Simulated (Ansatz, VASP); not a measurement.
# Two plane-wave programs on AlN

The input INCAR:

```
  ALGO = Normal
  EDIFF = 1E-6
  ENCUT = 520
  GGA = PE
  ISIF = 2
  ISMEAR = 0
  LASPH = T
  LCHARG = F
  LREAL = F
  LWAVE = F
  NBANDS = 26
  NELM = 100
  PREC = Accurate
  SIGMA = 0.05
```

File KPOINTS:

```
k-points
0
Gamma
  8 6 4
```

The input POSCAR:

```
AlN
1.0
   -1.6567491617      2.8695737234      0.0000000000
    0.0000000000      0.0000000000      4.1874629526
    4.9702474850      2.8695737234      0.0000000000
Al N
4 4
Direct
    0.4898108902      0.7500000000      0.2646736980
    0.0000000000      0.7500000000      0.6666666667
    0.0000000000      0.2500000000      0.3333333333
    0.5000000000      0.2500000000      0.8333333333
    0.5000000000      0.2500000000      0.1666666667
    0.0000000000      0.2500000000      0.6666666667
    0.0000000000      0.7500000000      0.3333333333
    0.5000000000      0.7500000000      0.8333333333
```

Input for Ansatz:

```yaml
crystal:
  lattice:
    - [-1.6567491617, 2.8695737234, 0.0]
    - [0.0, 0.0, 4.1874629526]
    - [4.970247485, 2.8695737234, 0.0]
  atoms:
    - { symbol: Al, position: [0.4898108902, 0.75, 0.264673698] }
    - { symbol: Al, position: [0.0, 0.75, 0.6666666667] }
    - { symbol: Al, position: [0.0, 0.25, 0.3333333333] }
    - { symbol: Al, position: [0.5, 0.25, 0.8333333333] }
    - { symbol: "N", position: [0.5, 0.25, 0.1666666667] }
    - { symbol: "N", position: [0.0, 0.25, 0.6666666667] }
    - { symbol: "N", position: [0.0, 0.75, 0.3333333333] }
    - { symbol: "N", position: [0.5, 0.75, 0.8333333333] }
basis:
  ecutwfc: 420
kpoints:
  mp_grid: { grid: [8, 6, 4] }
hamiltonian:
  xc: pbe
  pseudopotentials: { kind: paw, azcp: { folder: soft_1 } }
scf:
  occupations: { method: gaussian, width: 0.05 }
output:
  forces: true
  stress: true
  eigenvalues: true
```

Alike in both runs: task single point; functional PBE; k mesh 8 × 6 × 4; occupations gaussian, width 0.05 eV; no spin polarisation.

```csv
,VASP,Ansatz
version,VASP 6.6.1,Ansatz 0.2.0
potentials or method,"VASP PAW PBE potentials, release 64 (Al, N), cutoff 520 eV","scalar-relativistic, plane waves, PAW"
valence electrons in the cell,32,32
```

|  | VASP | Ansatz | Ansatz less VASP |
| --- | --- | --- | --- |
| gap on the k mesh at the Fermi level (eV) | 2.28 | 2.27 | -0.007 |
| least direct gap on the mesh (eV) | 2.28 | 2.27 | -0.007 |
| pressure (GPa) | 7.6 | 7.7 | +0.10 |
| traceless stress, the component that is largest in VASP (GPa) | -12.01 | -11.92 | +0.090 |
| rms of the force components (eV/Å) | 1.577 | 1.570 | -0.0072 |

Atom by atom the forces differ by 0.011 eV/Å (rms over components). The functional is the same, so the differences come from potentials, cutoffs and numerics.
